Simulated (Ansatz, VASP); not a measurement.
**One calculation of NaH8, two programs**

```
Na H
1.0
     4.03614    0.00000    0.00000
     0.00000    4.03614    0.00000
     0.00000    0.00000    4.03614
Na H
1 8
Direct
  0.00000 0.00000 0.00000
  0.65091 0.65091 0.65091
  0.34909 0.34909 0.65091
  0.34909 0.65091 0.34909
  0.65091 0.34909 0.34909
  0.65091 0.65091 0.34909
  0.34909 0.34909 0.34909
  0.65091 0.34909 0.65091
  0.34909 0.65091 0.65091
```

Alike in both runs: functional PBE; k mesh 4 × 4 × 4; occupations gaussian, width 0.1 eV; no spin polarisation.

Ansatz relaxed the structure, and its values are those at the end. VASP's run is a single point on that final structure, the one shown.

|  | VASP | Ansatz |
| --- | --- | --- |
| version | VASP 6.6.1 | Ansatz 0.2.0 |
| potentials or method | VASP PAW PBE potentials, release 64 (Na_pv, H), cutoff 520 eV | scalar-relativistic, plane waves, PAW |
| valence electrons in the cell | 15 | 17 |

VASP gave:

* gap on the k mesh at the Fermi level (eV): none
* pressure (GPa): -0.2

**Question.** Which values does Ansatz return?

**Answer.** gap on the k mesh at the Fermi level (eV): none; pressure (GPa): -0.1.

A gap of «none» marks a metal or a gap that the smearing closes. The functional is the same, so the differences come from potentials, cutoffs and numerics. VASP's potentials hold 15 valence electrons a cell and Ansatz's 17, so a difference there can come from the potentials and not from the codes.

The k mesh is coarse, so the values compare programs but aren't converged.
